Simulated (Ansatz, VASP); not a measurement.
Ir: VASP beside Ansatz

```
Ir
1.0
     0.00000    1.94850    1.91970
     1.91970    0.00000    1.91970
     1.91970    1.94850    0.00000
Ir
1
Direct
  0.00000 0.00000 0.00000
```

Change from the starting cell: strain +0.0150 x Voigt [0, 1, 0, 0, 0, 0], atoms carried along.

Alike in both runs: task single point; functional PBEsol; k mesh 22 × 22 × 22; occupations gaussian, width 0.15 eV; no spin polarisation.

|  | VASP | Ansatz |
| --- | --- | --- |
| version | VASP 6.6.1 | Ansatz 0.2.0 |
| potentials or method | VASP PAW PBE potentials, release 64 (Ir), cutoff 520 eV | scalar-relativistic, plane waves, PAW |
| valence electrons in the cell | 9 | 17 |

Ansatz gave:

| Item | Value |
| --- | --- |
| gap on the k mesh at the Fermi level (eV) | none |
| pressure (GPa) | -7.9 |
| traceless stress, the component that is largest in VASP (GPa) | -3.60 |

Question: Which values does VASP return?

Answer: gap on the k mesh at the Fermi level (eV): none; pressure (GPa): -7.0; traceless stress, the component that is largest in VASP (GPa): -3.58.

VASP's potentials were made for PBE, not for PBEsol. A gap of «none» marks a metal or a gap that the smearing closes. VASP's potentials hold 9 valence electrons a cell and Ansatz's 17, so a difference there can come from the potentials and not from the codes.

Neither program's run includes spin-orbit coupling.
